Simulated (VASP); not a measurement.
# CoSi2 (Imm2) in VASP: single point with PBEsol

Aim: the single point of CoSi2 with PBEsol.

Everything below comes from runs of VASP 6.6.1. Logs are shortened: lines on timing, memory, paths and dates and some standing lists are left out, and cuts for length are marked.

**1. The cell of the first run**

The typed cell holds 3 atoms: a = 3.757 Å, b = 3.757 Å, c = 3.757 Å, α = 60.00°, β = 60.00°, γ = 60.00°.

**2. Single point, PBEsol**

INCAR reads:

```
SYSTEM = CoSi2
ALGO     = Normal         ! electronic algorithm
EDIFF    = 1E-6           ! SCF threshold, eV
ENCUT    = 520            ! plane-wave cutoff, eV
GGA      = PS             ! functional
ISIF     = 2              ! what is computed and relaxed
ISMEAR   = 0              ! smearing method
LASPH    = .TRUE.         ! aspherical terms in the spheres
LCHARG   = .FALSE.        ! write CHGCAR
LREAL    = .FALSE.        ! projectors in reciprocal space
LWAVE    = .FALSE.        ! write WAVECAR
NBANDS   = 16             ! bands
NELM     = 100            ! most SCF steps
PREC     = Accurate       ! precision mode
SIGMA    = 0.15           ! smearing width, eV
```

KPOINTS reads:

```
k-points
0
G
  12 12 12
  0 0 0
```

POSCAR reads:

```
CoSi2
1.0
    0.0000000000      2.6562539721      2.6562539721
    2.6562539721      0.0000000000      2.6562539721
    2.6562539721      2.6562539721      0.0000000000
Co Si
1 2
Direct
   -0.0001398227      0.0001426904      0.0000096984
    0.2502007864      0.2500405244      0.2498739415
    0.7499390363      0.7498167852      0.7501163602
```

Potentials or basis: VASP PAW PBE potentials, release 64 (Co, Si).

Command:

```bash
$ cat potpaw_PBE.64/Co/POTCAR potpaw_PBE.64/Si/POTCAR > POTCAR
$ mpirun -np 1 vasp_std > vasp.out
```

OUTCAR:

```text
SYSTEM = CoSi2
   EDIFF = 1E-6
   ENCUT = 520
   GGA = PS
   ISIF = 2
   ISMEAR = 0
   LASPH = .TRUE.
   LREAL = .FALSE.
   NELM = 100
   PREC = Accurate

 ion  position               nearest neighbor table
   1  1.000  0.000  0.000-   2 2.30   3 2.30   3 2.30   2 2.30   2 2.30   3 2.30   2 2.30   3 2.30

   2  0.250  0.250  0.250-   1 2.30   1 2.30   1 2.30   1 2.30   3 2.65   3 2.66   3 2.66   3 2.66
                             3 2.66   3 2.66
   3  0.750  0.750  0.750-   1 2.30   1 2.30   1 2.30   1 2.30   2 2.65   2 2.66   2 2.66   2 2.66
                             2 2.66   2 2.66

  LATTYP: Found a face centered cubic cell.
 ALAT       =     5.3125079442

  Lattice vectors:

 A1 = (   0.0000000000,   2.6562539721,   2.6562539721)
 A2 = (   2.6562539721,   0.0000000000,   2.6562539721)
 A3 = (   2.6562539721,   2.6562539721,   0.0000000000)

Analysis of symmetry for initial positions (statically):
=====================================================================
 Subroutine PRICEL returns:
 Original cell was already a primitive cell.

 Routine SETGRP: Setting up the symmetry group for a
 face centered cubic supercell.

 Subroutine GETGRP returns: Found  1 space group operations
 (whereof  1 operations were pure point group operations)
 out of a pool of 48 trial point group operations.

The static configuration has the point symmetry C_1 .

Analysis of symmetry for dynamics (positions and initial velocities):
=====================================================================
 Subroutine PRICEL returns:
 Original cell was already a primitive cell.

 Routine SETGRP: Setting up the symmetry group for a
 face centered cubic supercell.

 Subroutine GETGRP returns: Found  1 space group operations
 (whereof  1 operations were pure point group operations)
 out of a pool of 48 trial point group operations.

The dynamic configuration has the point symmetry C_1 .

 Subroutine INISYM returns: Found  1 space group operations
 (whereof  1 operations are pure point group operations),
 and found     1 'primitive' translations

----------------------------------------------------------------------------------------

                                     Primitive cell

  volume of cell :      37.4834

  direct lattice vectors                    reciprocal lattice vectors
     0.000000000  2.656253972  2.656253972    -0.188235013  0.188235013  0.188235013
     2.656253972  0.000000000  2.656253972     0.188235013 -0.188235013  0.188235013
     2.656253972  2.656253972  0.000000000     0.188235013  0.188235013 -0.188235013

  length of vectors
     3.756510392  3.756510392  3.756510392     0.326032606  0.326032606  0.326032606

  position of ions in fractional coordinates (direct lattice)
     0.999860177  0.000142690  0.000009698
     0.250200786  0.250040524  0.249873941
     0.749939036  0.749816785  0.750116360

  ion indices of the primitive-cell ions
   primitive index   ion index
                 1           1
                 2           2
                 3           3

----------------------------------------------------------------------------------------

 KPOINTS: k-points

Automatic generation of k-mesh.
 Grid dimensions read from file:
 generate k-points for:   12   12   12

 Generating k-lattice:

  Cartesian coordinates                     Fractional coordinates (reciprocal lattice)
    -0.015686251  0.015686251  0.015686251     0.083333333  0.000000000  0.000000000
     0.015686251 -0.015686251  0.015686251     0.000000000  0.083333333  0.000000000
     0.015686251  0.015686251 -0.015686251     0.000000000  0.000000000  0.083333333

  Length of vectors
     0.027169384  0.027169384  0.027169384

  Shift w.r.t. Gamma in fractional coordinates (k-lattice)
     0.000000000  0.000000000  0.000000000

 Subroutine IBZKPT returns following result:
 ===========================================

 Found    868 irreducible k-points:

 Following reciprocal coordinates:
            Coordinates               Weight
  0.000000  0.000000  0.000000      1.000000
  0.083333  0.000000  0.000000      2.000000
  0.000000  0.083333  0.000000      2.000000
  0.000000  0.000000  0.083333      2.000000
  0.083333  0.083333  0.083333      2.000000
  0.166667  0.000000  0.000000      2.000000
[... 16 lines left out ...]
  0.000000  0.500000  0.000000      1.000000
  0.000000  0.000000  0.500000      1.000000
 [... further k-points ...]
   k-points           NKPTS =    868   k-points in BZ     NKDIM =    868   number of bands    NBANDS=     16
   number of dos      NEDOS =    301   number of ions     NIONS =      3
   total plane-waves  NPLWV =  21952
   dimension x,y,z NGX =    28 NGY =   28 NGZ =   28
   dimension x,y,z NGXF=    56 NGYF=   56 NGZF=   56
   ions per type =               1   2
   NGX,Y,Z   is equivalent  to a cutoff of  12.39, 12.39, 12.39 a.u.
   NGXF,Y,Z  is equivalent  to a cutoff of  24.78, 24.78, 24.78 a.u.
 SYSTEM =  CoSi2
   PREC   = accura    normal or accurate (medium, high low for compatibility)
   ISTART =      0    job   : 0-new  1-cont  2-samecut
   ICHARG =      2    charge: 1-file 2-atom 10-const
   ISPIN  =      1    spin polarized calculation?
   LNONCOLLINEAR =      F non collinear calculations
   LSORBIT =      F    spin-orbit coupling
   LASPH  =      T    aspherical Exc in radial PAW
   ENCUT  =  520.0 eV  38.22 Ry    6.18 a.u.   6.98  6.98  6.98*2*pi/ulx,y,z
   NELM   =    100;   NELMIN=  2; NELMDL= -5     # of ELM steps
   EDIFF  = 0.1E-05   stopping-criterion for ELM
   LREAL  =      F    real-space projection
   EDIFFG = 0.1E-04   stopping-criterion for IOM
   NSW    =      0    number of steps for IOM
   IBRION =     -1    ionic relax: 0-MD 1-quasi-New 2-CG
   NFREE  =      0    steps in history (QN), initial steepest desc. (CG)
   ISIF   =      2    stress and relaxation
   ISYM   =      2    0-nonsym 1-usesym 2-fastsym
   POTIM  = 0.5000    time-step for ionic-motion
   TEBEG  =    0.0;   TEEND  =   0.0 temperature during run
   PSTRESS=    0.0 pullay stress
   NELECT =      17.0000    total number of electrons
   NUPDOWN=      -1.0000    fix difference up-down
   EMIN   =  10.00;   EMAX   =-10.00  energy-range for DOS
   EFERMI =   0.00;   METHOD = LEGACY
   ISMEAR =     0;   SIGMA  =   0.15  broadening in eV -4-tet -1-fermi 0-gaus
   EFERMI_NEDOS =   21; number of points for ismear=-14 and -15
   IALGO  =     38    algorithm
   IMIX   =      4    mixing-type and parameters
     AMIX     =   0.40;   BMIX     =  1.00
     AMIX_MAG =   1.60;   BMIX_MAG =  1.00
  volume/ion in A,a.u.               =      12.49        84.32
  Fermi-wavevector in a.u.,A,eV,Ry     =   1.257800  2.376897 21.525240  1.582060
  Thomas-Fermi vector in A             =   2.391441
   LORBIT       =      0    0 simple, 1 ext, 2 COOP (PROOUT), +10 PAW based schemes
   GGA     = PS    functional components
   LHFCALC =     F    Hartree Fock is set to
   AEXX    =    0.0000 exact exchange contribution
   IVDW    =     0    specifies the selected vdW correction
   LEPSILON=     F    determine dielectric tensor
   LRPA    =     F    only Hartree local field effects (RPA)
 non-spin polarized calculation
 Gauss-broadening in eV      SIGMA  =   0.15
  energy-cutoff  :      520.00
  volume of cell :       37.48
 maximum number of plane-waves:      1036
   NGX = 13   NGY = 13   NGZ = 13

 number of electron      17.0000005 magnetization

 Free energy of the ion-electron system (eV)
  ---------------------------------------------------
  ext. energy  EPLUGINS =         0.00000000
  ---------------------------------------------------
  free energy    TOTEN  =       -20.98807731 eV

  energy without entropy =      -20.97783600  energy(sigma->0) =      -20.98295666

 E-fermi :  10.3109     XC(G=0): -11.9679

 val. band max:       10.3013507350   @ k =  -0.2500   0.1667  -0.1667
 cond. band min:      10.3394926916   @ k =   0.0833   0.4167   0.0000
 fundamental gap:      0.0381419565
 Fermi energy:        10.3108723371

 k-point     1 :       0.0000    0.0000    0.0000
  band No.  band energies     occupation
      1      -2.9806      2.00000
      2       6.1359      2.00000
      3       6.1367      2.00000
      4       6.1375      2.00000
      5       8.3410      2.00000
      6       8.3410      2.00000
[... 8 lines left out ...]
     15      16.0932      0.00000
     16      16.0961      0.00000

 k-point     2 :       0.0833    0.0000    0.0000
  band No.  band energies     occupation
      1      -2.8730      2.00000
      2       5.8847      2.00000
      3       6.1749      2.00000
      4       6.1758      2.00000
      5       8.3080      2.00000
      6       8.3080      2.00000
[... 8 lines left out ...]
     15      15.7361      0.00000
     16      15.8944      0.00000

 k-point     3 :       0.0000    0.0833    0.0000
  band No.  band energies     occupation
      1      -2.8730      2.00000
      2       5.8848      2.00000
      3       6.1749      2.00000
      4       6.1758      2.00000
      5       8.3080      2.00000
      6       8.3080      2.00000
[... 8 lines left out ...]
     15      15.7365      0.00000
     16      15.8942      0.00000

 k-point     4 :       0.0000    0.0000    0.0833
  band No.  band energies     occupation
      1      -2.8730      2.00000
      2       5.8856      2.00000
      3       6.1743      2.00000
      4       6.1752      2.00000
      5       8.3081      2.00000
      6       8.3082      2.00000
[... 8 lines left out ...]
     15      15.7389      0.00000
     16      15.8910      0.00000

 k-point     5 :       0.0833    0.0833    0.0833
  band No.  band energies     occupation
      1      -2.8730      2.00000
      2       5.8856      2.00000
      3       6.1743      2.00000
      4       6.1752      2.00000
      5       8.3081      2.00000
      6       8.3082      2.00000
[... 8 lines left out ...]
     15      15.7389      0.00000
     16      15.8910      0.00000

 k-point     6 :       0.1667    0.0000    0.0000
  band No.  band energies     occupation
      1      -2.5522      2.00000
      2       5.2053      2.00000
      3       6.2803      2.00000
      4       6.2809      2.00000
      5       8.2358      2.00000
      6       8.2360      2.00000
[... 8 lines left out ...]
     15      15.9289      0.00000
     16      16.7485      0.00000
[... 267 lines left out ...]
 k-point    21 :       0.4167    0.4167    0.4167
  band No.  band energies     occupation
      1      -0.4132      2.00000
      2       1.8867      2.00000
      3       6.6074      2.00000
      4       6.6093      2.00000
      5       8.2239      2.00000
      6       8.4732      2.00000
[... 8 lines left out ...]
     15      19.8337      0.00000
     16      20.5462      0.00000

 k-point    22 :       0.5000    0.0000    0.0000
  band No.  band energies     occupation
      1       0.4039      2.00000
      2       0.9598      2.00000
      3       6.6284      2.00000
      4       6.6304      2.00000
      5       8.0788      2.00000
      6       8.6276      2.00000
[... 8 lines left out ...]
     15      20.7999      0.00000
     16      21.5615      0.00000

 k-point    23 :       0.0000    0.5000    0.0000
  band No.  band energies     occupation
      1       0.4036      2.00000
      2       0.9601      2.00000
      3       6.6281      2.00000
      4       6.6303      2.00000
      5       8.0791      2.00000
      6       8.6276      2.00000
[... 8 lines left out ...]
     15      20.7997      0.00000
     16      21.5620      0.00000

 k-point    24 :       0.0000    0.0000    0.5000
  band No.  band energies     occupation
      1       0.3998      2.00000
      2       0.9638      2.00000
      3       6.6257      2.00000
      4       6.6278      2.00000
      5       8.0825      2.00000
      6       8.6284      2.00000
[... 8 lines left out ...]
     15      20.7961      0.00000
     16      21.5678      0.00000

 [... further k-points ...]

------------------------ aborting loop because EDIFF is reached ----------------------------------------

  FORCE on cell =-STRESS in cart. coord.  units (eV):
  Direction    XX          YY          ZZ          XY          YZ          ZX
  --------------------------------------------------------------------------------------
  -------------------------------------------------------------------------------------
  Total        0.0044354      0.0044350      0.0044603     -0.0121564      0.0004787     -0.0004739
  in kB        0.1895842      0.1895671      0.1906478     -0.5196108      0.0204596     -0.0202566
  external PRESSURE =       0.1899330 kB  Pullay stress =       0.0000000 kB

 VOLUME and BASIS-vectors are now :
 -----------------------------------------------------------------------------
  energy-cutoff  :      520.00
  volume of cell :       37.48
      direct lattice vectors                 reciprocal lattice vectors
     0.000000000  2.656253972  2.656253972    -0.188235013  0.188235013  0.188235013
     2.656253972  0.000000000  2.656253972     0.188235013 -0.188235013  0.188235013
     2.656253972  2.656253972  0.000000000     0.188235013  0.188235013 -0.188235013

 POSITION                                       TOTAL-FORCE (eV/Angst)
 -----------------------------------------------------------------------------------
      0.00040      2.65591      2.65626        -0.007692      0.006573     -0.000144
      1.32790      1.32833      1.32877         0.004150     -0.003601     -0.007828
      3.98420      3.98453      3.98373         0.003542     -0.002973      0.007972
 -----------------------------------------------------------------------------------
    total drift:                               -0.000017      0.000015     -0.000001

  FREE ENERGIE OF THE ION-ELECTRON SYSTEM (eV)
  ---------------------------------------------------
  free  energy   TOTEN  =       -20.9880773097 eV

  energy  without entropy=      -20.9778360040  energy(sigma->0) =      -20.98295666
```

Wall time 3.6 min (1 thread of Intel Xeon 6975P-C (Granite Rapids), shared host); peak memory 0.58 GiB.

What came out:

```yaml
Free_energy: -20.9881 eV
Pressure: 0.0 GPa
Largest_force: 0.010 eV/Å
Band_gap_on_the_k_mesh: zero (an odd number of electrons rules out a gap without spin polarisation)
```

Forces on the atoms (eV/Å):
```
Co  -0.008  0.007  0.000
Si   0.004 -0.004 -0.008
Si   0.004 -0.003  0.008
```

Caveat: the PAW data sets were made with another functional, which shifts forces and pressure a little; the run has no spin polarisation, though such a crystal can be magnetic.
